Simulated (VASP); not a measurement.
# AlO2 (fluorite type): single point with r2SCAN

Crystal: AlO2 (fluorite type).

```
Al O
1.0
     0.00000    2.39144    2.39144
     2.39144    0.00000    2.39144
     2.39144    2.39144    0.00000
Al O
1 2
Direct
  0.00000 0.00000 0.00000
  0.25000 0.25000 0.25000
  0.75000 0.75000 0.75000
```

```
Program                : VASP 6.6.1
Task                   : single point
Functional             : r2SCAN
Potentials or basis    : VASP PAW PBE potentials, release 64 (Al, O)
Cutoff                 : 660 eV
k mesh                 : 12 × 12 × 12
Occupations            : fermi-dirac, width 0.1 eV
Spin                   : no spin polarisation
Dipole correction      : no
Further INCAR settings : ALGO = Normal; EDIFF = 1e-06; NBANDS = 14
```

The pressure is -15.1 GPa.

Levels at points of the mesh, in eV from the Fermi level:
| k point | band 6 | band 7 | band 8 | band 9 | band 10 | band 11 |
| --- | --- | --- | --- | --- | --- | --- |
| (0.00, 0.00, 0.00) | -0.63 | -0.63 | -0.63 | 5.89 | 10.72 | 10.72 |
| (0.50, 0.00, 0.00) | -2.87 | -2.65 | -2.65 | 9.99 | 11.43 | 14.57 |
| (0.50, 0.50, 0.00) | 0.09 | 0.09 | 0.80 | 7.11 | 11.64 | 13.10 |

It took 110 s on 1 thread of Intel Xeon 6975P-C (shared host), peak memory 0.18 GiB.

Caveat: the PAW data sets were made with another functional, which shifts forces and pressure a little; an odd number of electrons without spin polarisation forces a metal; a magnetic or distorted state may lie lower.
